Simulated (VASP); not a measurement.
Here is a VASP 6.6.1 calculation.

Contents of INCAR:

```
PREC = Accurate ; ENCUT = 520
EDIFF = 1E-6 ; ISMEAR = 0
SIGMA = 0.1 ; LREAL = False
LASPH = True ; NELM = 100
ALGO = Normal ; ISIF = 2
LWAVE = False ; LCHARG = False
GGA = PE ; NBANDS = 36
```

Contents of KPOINTS:

```
regular mesh
0
Gamma
  10 10 10
```

File POSCAR:

```
Ga4P
1.0
   -2.5290452112      2.5290452112      3.8786617867
    2.5290452112     -2.5290452112      3.8786617867
    2.5290452112      2.5290452112     -3.8786617867
Ga P
4 1
Direct
    0.3196388732      0.3196388732      0.0000000000
    0.6803611268      0.6803611268      0.0000000000
    0.5000000000      0.0000000000      0.5000000000
    0.0000000000      0.5000000000      0.5000000000
    0.0000000000      0.0000000000      0.0000000000
```

Potentials or basis: VASP PAW PBE potentials, release 64 (Ga_d, P).

Command:

```console
$ cat potpaw_PBE.64/Ga_d/POTCAR potpaw_PBE.64/P/POTCAR > POTCAR
$ mpirun -np 1 vasp_std > vasp.out
```

Question: What does it give for the band gap on the k mesh?

Answer: Zero (an odd number of electrons rules out a gap without spin polarisation).

Question: Predict the pressure.

Answer: 0.1 GPa.
